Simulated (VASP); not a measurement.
# H (P4/mmm) in VASP: notebook

H is run at these levels: LDA; tasks: single point.

Program: VASP 6.6.1. These are calculated values, not measurements. Logs are shortened: lines on timing, memory, paths and dates and some standing lists are left out, and cuts for length are marked.

## 1. The cell of the first run

It takes space group P4/mmm (No. 123, tetragonal). Conventional cell: a = 2.716 Å, b = 2.716 Å, c = 0.956 Å, α = 90.00°, β = 90.00°, γ = 90.00°. H (site symmetry 4/mmm) has 2 H at 0.96 Å within 1.3 Å.

## 2. Single point, LDA (strain +0.025 along x and y, -0.025 along z)

File INCAR:

```
PREC = Accurate
ENCUT = 520
EDIFF = 1E-6
ISMEAR = 0
SIGMA = 0.05
LREAL = F
LASPH = T
NELM = 100
ALGO = Normal
ISIF = 2
LWAVE = F
LCHARG = T
LELF = T
LVHAR = T
NBANDS = 6
```

File KPOINTS:

```
regular mesh
0
Gamma
  10 10 26
```

File POSCAR:

```
H
1.0
    2.7158797074      0.0000000000      0.0000000000
    0.0000000000      2.7158797074      0.0000000000
    0.0000000000      0.0000000000      0.9559805970
H
1
Direct
    0.0000000000      0.0000000000      0.5000000000
```

Potentials or basis: VASP PAW LDA potentials, release 64 (H).

The run is started by

```
> cat potpaw_LDA.64/H/POTCAR > POTCAR
> mpirun -np 1 vasp_std > vasp.out
```

OUTCAR:

```text
PREC = Accurate
   ENCUT = 520
   EDIFF = 1E-6
   ISMEAR = 0
   LREAL = F
   LASPH = T
   NELM = 100
   ISIF = 2

 ion  position               nearest neighbor table
   1  0.000  0.000  0.500-

  LATTYP: Found a simple tetragonal cell.
 ALAT       =     2.7158797074
 C/A-ratio  =     0.3519966641

  Lattice vectors:

 A1 = (   2.7158797074,   0.0000000000,   0.0000000000)
 A2 = (   0.0000000000,   2.7158797074,   0.0000000000)
 A3 = (   0.0000000000,   0.0000000000,   0.9559805970)

Analysis of symmetry for initial positions (statically):
=====================================================================
 Subroutine PRICEL returns:
 Original cell was already a primitive cell.

 Routine SETGRP: Setting up the symmetry group for a
 simple tetragonal supercell.

 Subroutine GETGRP returns: Found 16 space group operations
 (whereof 16 operations were pure point group operations)
 out of a pool of 16 trial point group operations.

The static configuration has the point symmetry D_4h.

Analysis of symmetry for dynamics (positions and initial velocities):
=====================================================================
 Subroutine PRICEL returns:
 Original cell was already a primitive cell.

 Routine SETGRP: Setting up the symmetry group for a
 simple tetragonal supercell.

 Subroutine GETGRP returns: Found 16 space group operations
 (whereof 16 operations were pure point group operations)
 out of a pool of 16 trial point group operations.

The dynamic configuration has the point symmetry D_4h.

 Subroutine INISYM returns: Found 16 space group operations
 (whereof 16 operations are pure point group operations),
 and found     1 'primitive' translations

----------------------------------------------------------------------------------------

                                     Primitive cell

  volume of cell :       7.0513

  direct lattice vectors                    reciprocal lattice vectors
     2.715879707  0.000000000  0.000000000     0.368204820  0.000000000  0.000000000
     0.000000000  2.715879707  0.000000000     0.000000000  0.368204820  0.000000000
     0.000000000  0.000000000  0.955980597     0.000000000  0.000000000  1.046046335

  length of vectors
     2.715879707  2.715879707  0.955980597     0.368204820  0.368204820  1.046046335

  position of ions in fractional coordinates (direct lattice)
     0.000000000  0.000000000  0.500000000

[... 67 lines left out ...]
   ISTART =      0    job   : 0-new  1-cont  2-samecut
   ICHARG =      2    charge: 1-file 2-atom 10-const
   ISPIN  =      1    spin polarized calculation?
   LNONCOLLINEAR =      F non collinear calculations
   LSORBIT =      F    spin-orbit coupling
   LASPH  =      T    aspherical Exc in radial PAW
   ENCUT  =  520.0 eV  38.22 Ry    6.18 a.u.   5.05  5.05  1.78*2*pi/ulx,y,z
   NELM   =    100;   NELMIN=  2; NELMDL= -5     # of ELM steps
   EDIFF  = 0.1E-05   stopping-criterion for ELM
   LREAL  =      F    real-space projection
   EDIFFG = 0.1E-04   stopping-criterion for IOM
   NSW    =      0    number of steps for IOM
   IBRION =     -1    ionic relax: 0-MD 1-quasi-New 2-CG
   NFREE  =      0    steps in history (QN), initial steepest desc. (CG)
   ISIF   =      2    stress and relaxation
   ISYM   =      2    0-nonsym 1-usesym 2-fastsym
   POTIM  = 0.5000    time-step for ionic-motion
   TEBEG  =    0.0;   TEEND  =   0.0 temperature during run
   PSTRESS=    0.0 pullay stress
   NELECT =       1.0000    total number of electrons
   NUPDOWN=      -1.0000    fix difference up-down
   EMIN   =  10.00;   EMAX   =-10.00  energy-range for DOS
   EFERMI =   0.00;   METHOD = LEGACY
   ISMEAR =     0;   SIGMA  =   0.05  broadening in eV -4-tet -1-fermi 0-gaus
   EFERMI_NEDOS =   21; number of points for ismear=-14 and -15
   IALGO  =     38    algorithm
   IMIX   =      4    mixing-type and parameters
     AMIX     =   0.40;   BMIX     =  1.00
     AMIX_MAG =   1.60;   BMIX_MAG =  1.00
  volume/ion in A,a.u.               =       7.05        47.58
  Fermi-wavevector in a.u.,A,eV,Ry     =   0.853725  1.613307  9.916562  0.728847
  Thomas-Fermi vector in A             =   1.970212
   LORBIT       =      0    0 simple, 1 ext, 2 COOP (PROOUT), +10 PAW based schemes
   GGA     = CA    functional components
   LHFCALC =     F    Hartree Fock is set to
   AEXX    =    0.0000 exact exchange contribution
   IVDW    =     0    specifies the selected vdW correction
   LEPSILON=     F    determine dielectric tensor
   LRPA    =     F    only Hartree local field effects (RPA)
 non-spin polarized calculation
 Gauss-broadening in eV      SIGMA  =   0.05
  energy-cutoff  :      520.00
  volume of cell :        7.05
 maximum number of plane-waves:       200
   NGX = 11   NGY = 11   NGZ =  3

 number of electron       0.9999998 magnetization

 Free energy of the ion-electron system (eV)
  ---------------------------------------------------
  ext. energy  EPLUGINS =         0.00000000
  ---------------------------------------------------
  free energy    TOTEN  =        -3.12456353 eV

  energy without entropy =       -3.12456353  energy(sigma->0) =       -3.12456353

 E-fermi :  -1.3394     XC(G=0):  -7.2532

 val. band max:       -1.6915371223   @ k =   0.5000   0.5000   0.2308
 cond. band min:      -0.9394452480   @ k =   0.0000   0.0000   0.2692
 fundamental gap:      0.7520918743
 Fermi energy:        -1.3394293616

 k-point     1 :       0.0000    0.0000    0.0000
  band No.  band energies     occupation
      1     -12.7542      2.00000
      2       6.9645      0.00000
      3      12.9134      0.00000
      4      12.9134      0.00000
      5      15.6189      0.00000
      6      32.2971      0.00000
[... 199 lines left out ...]
 k-point    24 :       0.2000    0.0000    0.0385
  band No.  band energies     occupation
      1     -12.1087      2.00000
      2       4.4495      0.00000
      3      12.3100      0.00000
      4      13.8513      0.00000
      5      22.0490      0.00000
      6      26.4167      0.00000

 [... further k-points ...]
[... 5 lines left out ...]
  --------------------------------------------------------------------------------------
  -------------------------------------------------------------------------------------
  Total       -0.0211686     -0.0211686      0.5528503      0.0000000     -0.0000000      0.0000000
  in kB       -4.8098686     -4.8098686    125.6168832      0.0000000     -0.0000000      0.0000000
  external PRESSURE =      38.6657154 kB  Pullay stress =       0.0000000 kB

 VOLUME and BASIS-vectors are now :
 -----------------------------------------------------------------------------
  energy-cutoff  :      520.00
  volume of cell :        7.05
      direct lattice vectors                 reciprocal lattice vectors
     2.715879707  0.000000000  0.000000000     0.368204820  0.000000000  0.000000000
     0.000000000  2.715879707  0.000000000     0.000000000  0.368204820  0.000000000
     0.000000000  0.000000000  0.955980597     0.000000000  0.000000000  1.046046335

 POSITION                                       TOTAL-FORCE (eV/Angst)
 -----------------------------------------------------------------------------------
      0.00000      0.00000      0.47799         0.000000      0.000000      0.000000
 -----------------------------------------------------------------------------------
    total drift:                               -0.000000      0.000000     -0.000000

  FREE ENERGIE OF THE ION-ELECTRON SYSTEM (eV)
  ---------------------------------------------------
  free  energy   TOTEN  =        -3.1245635251 eV

  energy  without entropy=       -3.1245635251  energy(sigma->0) =       -3.12456353
```

OSZICAR:

```text
N       E                     dE             d eps       ncg     rms          rms(c)
DAV:   1    -0.319496998873E+01   -0.31950E+01   -0.23352E+02  3732   0.706E+01
DAV:   2    -0.328276968966E+01   -0.87800E-01   -0.87800E-01  4686   0.552E+00
DAV:   3    -0.328281322043E+01   -0.43531E-04   -0.43531E-04  4056   0.119E-01
DAV:   4    -0.328281323772E+01   -0.17286E-07   -0.17287E-07  5154   0.217E-03
DAV:   5    -0.328281323772E+01   -0.56204E-11   -0.57670E-11  3918   0.258E-05    0.205E+00
DAV:   6    -0.317651727659E+01    0.10630E+00   -0.44208E-02  3786   0.623E-01    0.117E+00
DAV:   7    -0.312393660199E+01    0.52581E-01   -0.88251E-02  3864   0.913E-01    0.121E-01
DAV:   8    -0.312456406752E+01   -0.62747E-03   -0.28206E-04  3840   0.659E-02    0.159E-02
DAV:   9    -0.312456244484E+01    0.16227E-05   -0.18200E-05  4560   0.150E-02    0.453E-03
DAV:  10    -0.312456352820E+01   -0.10834E-05   -0.53822E-07  4278   0.297E-03    0.817E-04
DAV:  11    -0.312456352505E+01    0.31453E-08   -0.70427E-09  2160   0.284E-04
   1 F= -.31245635E+01 E0= -.31245635E+01  d E =-.629422E-26
```

Run time: 7.5 s. Hardware: 1 thread of Intel Xeon Platinum 8259CL at 2.50GHz (Skylake/Cascade Lake), shared host; peak memory 0.1 GiB.

What came out:

```
Free energy : -3.1246 eV
Pressure    : 3.9 GPa
```

Stress tensor (GPa, compression positive):
```
-0.48  0.00  0.00
 0.00 -0.48  0.00
 0.00  0.00 12.56
```

Caveat: the cell differs from its parent crystal (strain +0.025 along x and y, -0.025 along z).

(Part 1 of 2 ends here.)
